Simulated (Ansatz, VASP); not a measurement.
**Rb in VASP and in Ansatz**

The input INCAR:

```
SYSTEM = Rb
PREC = Accurate
ENCUT = 520
EDIFF = 1E-6
ISMEAR = 0
SIGMA = 0.1
LREAL = .FALSE.
LASPH = .TRUE.
NELM = 80
ALGO = Fast
ISIF = 2
LWAVE = .FALSE.
LCHARG = .FALSE.
GGA = PE
NBANDS = 16
```

File KPOINTS:

```
regular mesh
0
G
  9 9 6
  0 0 0
```

File POSCAR:

```
Rb
1.0
    5.2534210565      0.0000000000      0.0000000000
   -2.6267105283      4.5495960917      0.0000000000
    0.0000000000      0.0000000000      8.9694333420
Rb
2
Direct
    0.3333333300      0.6666666700      0.2500000000
    0.6666666700      0.3333333300      0.7500000000
```

Input for Ansatz:

```yaml
crystal:
  lattice:
    - [5.2534210565, 0.0, 0.0]
    - [-2.6267105283, 4.5495960917, 0.0]
    - [0.0, 0.0, 8.969433342]
  atoms:
    - { symbol: Rb, position: [0.33333333, 0.66666667, 0.25] }
    - { symbol: Rb, position: [0.66666667, 0.33333333, 0.75] }
basis:
  ecutwfc: 420
kpoints:
  mp_grid: { grid: [9, 9, 6] }
hamiltonian:
  xc: pbe
scf:
  occupations: { method: gaussian, width: 0.1 }
output:
  forces: true
  stress: true
  eigenvalues: true
```

Alike in both runs: task single point; functional PBE; k mesh 9 × 9 × 6; occupations gaussian, width 0.1 eV; no spin polarisation.

|  | VASP | Ansatz |
| --- | --- | --- |
| version | VASP 6.6.1 | Ansatz 0.2.0 |
| potentials or method | VASP PAW PBE potentials, release 64 (Rb_sv), cutoff 520 eV | scalar-relativistic, plane waves, PAW |
| valence electrons in the cell | 18 | 18 |

|  | VASP | Ansatz | Ansatz less VASP |
| --- | --- | --- | --- |
| gap on the k mesh at the Fermi level (eV) | none | none | - |
| pressure (GPa) | -0.3 | -0.3 | 0.00 |

A gap of «none» marks a metal or a gap that the smearing closes.
